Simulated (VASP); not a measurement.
# C in VASP: further runs, part 3 of 3

VASP 6.6.1. The steps go on from the part before.

## (7) Relaxation of cell and atoms, PBE+D3(BJ)

This run uses another cell than the first one, of 9.37 Å³/atom, 1.048 times its volume.

Contents of INCAR:

```
PREC = Accurate ; ENCUT = 600
EDIFF = 1E-6 ; ISMEAR = 0
SIGMA = 0.1 ; LREAL = F
LASPH = T ; NELM = 100
ALGO = Normal ; ISIF = 3
LWAVE = F ; LCHARG = F
GGA = PE ; IVDW = 12
IBRION = 2 ; NSW = 100
EDIFFG = -0.005
```

Contents of KPOINTS:

```
Automatic mesh
0
Gamma
  18 18 6
```

Contents of POSCAR:

```
C
1.0
    1.2280479700     -2.1270618200      0.0000000000
    1.2280479700      2.1270618200      0.0000000000
    0.0000000000      0.0000000000      7.1732677600
C
4
Direct
    0.0833794600      0.9166205400      0.7531376000
    0.5833794600      0.4166205400      0.2468624000
    0.9166205400      0.0833794600      0.2468624000
    0.4166205400      0.5833794600      0.7531376000
```

Potentials or basis: VASP PAW PBE potentials, release 64 (C).

The run is started by

```console
$ cat potpaw_PBE.64/C/POTCAR > POTCAR
$ mpirun -np 1 vasp_std > vasp.out
```

OUTCAR:

```text
PREC = Accurate
   ENCUT = 600
   EDIFF = 1E-6
   ISMEAR = 0
   LREAL = F
   LASPH = T
   NELM = 100
   ISIF = 3
   GGA = PE
   IVDW = 12
   IBRION = 2
   NSW = 100
   EDIFFG = -0.005
 IVDW          = 12

 ion  position               nearest neighbor table
   1  0.083  0.917  0.753-   4 1.42   4 1.42   4 1.42
   2  0.583  0.417  0.247-   3 1.42   3 1.42   3 1.42
   3  0.917  0.083  0.247-   2 1.42   2 1.42   2 1.42
   4  0.417  0.583  0.753-   1 1.42   1 1.42   1 1.42

  LATTYP: Found a hexagonal cell.
 ALAT       =     2.4561135566
 C/A-ratio  =     2.9205765918

  Lattice vectors:

 A1 = (   1.2280479700,  -2.1270618200,   0.0000000000)
 A2 = (   1.2280479700,   2.1270618200,   0.0000000000)
 A3 = (   0.0000000000,   0.0000000000,   7.1732677600)

Analysis of symmetry for initial positions (statically):
=====================================================================
 Subroutine PRICEL returns:
 Original cell was already a primitive cell.

 Routine SETGRP: Setting up the symmetry group for a
 hexagonal supercell.

 Subroutine GETGRP returns: Found  8 space group operations
 (whereof  4 operations were pure point group operations)
 out of a pool of 24 trial point group operations.

The static configuration has the point symmetry C_2h.
 The point group associated with its full space group is D_2h.

Analysis of symmetry for dynamics (positions and initial velocities):
=====================================================================
 Subroutine PRICEL returns:
 Original cell was already a primitive cell.

 Routine SETGRP: Setting up the symmetry group for a
 hexagonal supercell.

 Subroutine GETGRP returns: Found  8 space group operations
 (whereof  4 operations were pure point group operations)
 out of a pool of 24 trial point group operations.

The dynamic configuration has the point symmetry C_2h.
 The point group associated with its full space group is D_2h.

 Subroutine INISYM returns: Found  8 space group operations
 (whereof  4 operations are pure point group operations),
 and found     1 'primitive' translations

----------------------------------------------------------------------------------------

                                     Primitive cell
[... 135 lines left out ...]

 number of electron      15.9999999 magnetization

 Free energy of the ion-electron system (eV)
  ---------------------------------------------------
  ext. energy  EPLUGINS =         0.00000000
  ---------------------------------------------------
  free energy    TOTEN  =       -36.88204899 eV

  energy without entropy =      -36.88163969  energy(sigma->0) =      -36.88184434

------------------------ aborting loop because EDIFF is reached ----------------------------------------

 Edisp (eV)   -0.57777

 E8    (eV) :    -0.1623
[... 111 lines left out ...]
  FREE ENERGIE OF THE ION-ELECTRON SYSTEM (eV)
  ---------------------------------------------------
  free  energy   TOTEN  =       -37.4645870038 eV

  energy  without entropy=      -37.4641851590  energy(sigma->0) =      -37.46438608

 E-fermi :   4.2274     XC(G=0):  -9.9773

 val. band max:        4.2223024030   @ k =   0.3333   0.3333   0.5000
 cond. band min:       4.2489833113   @ k =   0.3333   0.3333   0.5000
 fundamental gap:      0.0266809083
 Fermi energy:         4.2273641111

 k-point     1 :       0.0000    0.0000    0.0000
  band No.  band energies     occupation
      1     -15.3516      2.00000
      2     -15.1477      2.00000
      3      -4.0668      2.00000
      4      -2.5434      2.00000
      5       1.1674      2.00000
      6       1.1749      2.00000
      7       1.2681      2.00000
      8       1.2901      2.00000
      9       8.1713      0.00000
     10      12.4378      0.00000
     11      12.5046      0.00000
     12      12.6598      0.00000
[... 333 lines left out ...]
      1     -14.8382      2.00000
      2     -14.6411      2.00000
      3      -3.4456      2.00000
      4      -1.9541      2.00000
      5      -0.5892      2.00000
      6      -0.5687      2.00000
      7       0.2391      2.00000
      8       0.2615      2.00000
      9       8.8085      0.00000
     10      12.8394      0.00000
     11      12.9187      0.00000
     12      13.9839      0.00000

 [... further k-points ...]

[... ionic steps 4 to 35 ...]

--------------------------------------- Ionic step       36  -------------------------------------------

 number of electron      15.9999999 magnetization

------------------------ aborting loop because EDIFF is reached ----------------------------------------
[... 79 lines left out ...]
--------------------------------------- Ionic step       38  -------------------------------------------

 number of electron      15.9999999 magnetization

 Free energy of the ion-electron system (eV)
  ---------------------------------------------------
  ext. energy  EPLUGINS =         0.00000000
  ---------------------------------------------------
  free energy    TOTEN  =       -36.85407936 eV

  energy without entropy =      -36.85377093  energy(sigma->0) =      -36.85392515

 E-fermi :   4.6590     XC(G=0): -10.3058

 val. band max:        4.6550165857   @ k =   0.3333   0.3333   0.5000
 cond. band min:       4.6597882177   @ k =   0.3333   0.3333   0.5000
 fundamental gap:      0.0047716320
 Fermi energy:         4.6590430445

 k-point     1 :       0.0000    0.0000    0.0000
  band No.  band energies     occupation
      1     -14.9899      2.00000
      2     -14.6945      2.00000
      3      -3.8458      2.00000
      4      -1.8993      2.00000
      5       1.6270      2.00000
      6       1.6490      2.00000
      7       1.6613      2.00000
      8       1.6628      2.00000
      9       8.9310      0.00000
     10      12.9538      0.00000
     11      12.9879      0.00000
     12      13.0559      0.00000
[... 380 lines left out ...]
  FREE ENERGIE OF THE ION-ELECTRON SYSTEM (eV)
  ---------------------------------------------------
  free  energy   TOTEN  =       -37.4778090496 eV

  energy  without entropy=      -37.4775006147  energy(sigma->0) =      -37.47765483

 reached required accuracy - stopping structural energy minimisation
```

CONTCAR:

```text
C
   1.00000000000000
     1.2328875742546217   -2.1342718069725213    0.0000000000000000
     1.2328875742546217    2.1342718069725213   -0.0000000000000000
     0.0000000000000000    0.0000000000000000    6.7243036820847060
  C
     4
Direct
     0.0832999899754634    0.9167000100245367    0.7503103796909742
     0.5832999899754633    0.4167000100245366    0.2496896203090255
     0.9167000100245367    0.0832999899754634    0.2496896203090255
     0.4167000100245366    0.5832999899754633    0.7503103796909742

  0.00000000E+00  0.00000000E+00  0.00000000E+00
  0.00000000E+00  0.00000000E+00  0.00000000E+00
  0.00000000E+00  0.00000000E+00  0.00000000E+00
  0.00000000E+00  0.00000000E+00  0.00000000E+00
```

Run time: 28 min. Hardware: 1 thread of Intel Xeon Platinum 8488C (Sapphire Rapids), shared host; peak memory 0.32 GiB.

Results:

| Property | Result |
| --- | --- |
| Free energy | -37.4778 eV |
| Relaxed volume | 8.85 Å³/atom |
| Relaxed cell | a = 2.465 Å, b = 2.465 Å, c = 6.724 Å, α = 90.00°, β = 90.00°, γ = 119.97° |
| Space group after relaxing (to 0.05 Å) | Fmmm (No. 69) |
| Energy gained by relaxing | 4.5 meV/atom |
| Ionic steps | 38 |
| Pressure after relaxing | 0.0 GPa |
| Largest force after relaxing | 0.003 eV/Å |
| Dispersion energy per atom | -0.156 eV |

Forces in eV/Å, atoms in the order of the input:
```
C    0.000 -0.003 -0.002
C    0.000 -0.003  0.002
C    0.000  0.003  0.002
C    0.000  0.003 -0.002
```

Step by step:
```csv
step,energy change (eV),largest force (eV/Å),pressure (GPa),volume (Å³)
1,0.0000,0.0254,2.67,37.48
2,0.0202,0.0936,-7.91,38.33
3,-0.0048,0.0156,-0.70,37.73
4,-0.0061,0.0483,-0.73,37.58
5,-0.0089,0.2356,-0.77,37.14
6,-0.0076,0.6193,-0.77,36.25
7,-0.0095,0.3628,-0.79,36.84
8,-0.0096,0.3589,-0.78,36.83
9,-0.0101,0.3475,-0.74,36.78
10,-0.0111,0.3249,-0.73,36.68
11,-0.0127,0.2795,-0.66,36.48
12,-0.0154,0.1891,-0.50,36.07
13,-0.0172,0.0154,-0.12,35.27
14,-0.0172,0.0405,-0.19,35.40
15,-0.0174,0.0235,-0.16,35.43
16,-0.0176,0.0222,-0.04,35.49
17,-0.0176,0.0263,-0.03,35.50
18,-0.0176,0.0145,-0.02,35.50
19,-0.0176,0.0168,-0.02,35.50
20,-0.0176,0.0141,-0.03,35.50
21,-0.0176,0.0139,-0.02,35.49
22,-0.0176,0.0123,-0.02,35.49
23,-0.0176,0.0120,-0.04,35.49
24,-0.0176,0.0110,-0.03,35.49
25,-0.0177,0.0104,-0.04,35.48
26,-0.0178,0.0106,-0.05,35.46
27,-0.0178,0.0185,-0.07,35.43
28,-0.0179,0.0152,-0.06,35.42
29,-0.0179,0.0066,-0.02,35.41
30,-0.0180,0.0144,0.08,35.38
31,-0.0180,0.0115,0.07,35.39
32,-0.0180,0.0040,0.04,35.39
33,-0.0180,0.0037,0.01,35.39
34,-0.0180,0.0160,-0.03,35.39
35,-0.0180,0.0061,0.01,35.39
36,-0.0180,0.0062,-0.02,35.39
37,-0.0180,0.0065,-0.06,35.39
38,-0.0180,0.0034,0.00,35.39
```

Final structure:
```
C
1.0
     1.23289   -2.13427    0.00000
     1.23289    2.13427    0.00000
     0.00000    0.00000    6.72430
C
4
Direct
  0.08330 0.91670 0.75031
  0.58330 0.41670 0.24969
  0.91670 0.08330 0.24969
  0.41670 0.58330 0.75031
```

## (8) The runs side by side

| task | cell | k mesh | cutoff (eV) | gap on the mesh (eV) | pressure (GPa) |
| --- | --- | --- | --- | --- | --- |
| single point | a = 2.465, b = 2.465, c = 6.799 Å, angles 90.0, 90.0, 120.0°, 4 atoms | 18 × 18 × 6 | 520 | none | 0.4 |
| single point | a = 2.456, b = 2.456, c = 7.173 Å, angles 90.0, 90.0, 120.0°, 4 atoms | 12 × 12 × 4 | 520 | 0.02 | 3.1 |
| relaxation of cell and atoms | relaxed from a = 2.456, b = 2.456, c = 7.173 Å, angles 90.0, 90.0, 120.0°, 4 atoms | 18 × 18 × 6 | 600 | - | 0.0 |

Alike in all rows: level PBE+D3(BJ); potentials or basis VASP PAW PBE potentials, release 64 (C); no spin polarisation; smearing gaussian 0.1 eV.

Total energies depend on the potentials used, so only differences within one code and one set of settings carry meaning.
